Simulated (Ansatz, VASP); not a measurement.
## Cu: VASP beside Ansatz

```
Cu
1.0
     4.61459    0.00000    0.00000
     0.00000    4.61459    0.00000
     0.00000    0.00000    4.61459
Cu
8
Cartesian
  4.6146 4.6146 0.0000
  2.3073 2.3073 2.3073
  1.1536 0.0000 2.3073
  3.4609 0.0000 2.3073
  2.3073 1.1536 4.6146
  2.3073 3.4609 0.0000
  0.0000 2.3073 1.1536
  0.0000 2.3073 3.4609
```

Alike in both runs: functional PBE; k mesh 6 × 6 × 6; occupations fermi-dirac, width 0.1 eV; no spin polarisation.

Ansatz relaxed the structure, and its values are those at the end. VASP's run is a single point on that final structure, the one shown.

```csv
,VASP,Ansatz
version,VASP 6.6.1,Ansatz 0.2.0
potentials or method,"VASP PAW PBE potentials, release 64 (Cu), cutoff 520 eV","plane waves (420 eV) with PAW, scalar-relativistic"
valence electrons in the cell,88,152
```

VASP gave:

* pressure (GPa): 0.5

Problem. Which values does Ansatz return?

Solution. Pressure (GPa): 0.0.

The functional is the same, so the differences come from potentials, cutoffs and numerics. VASP's potentials hold 88 valence electrons a cell and Ansatz's 152, so a difference there can come from the potentials and not from the codes.
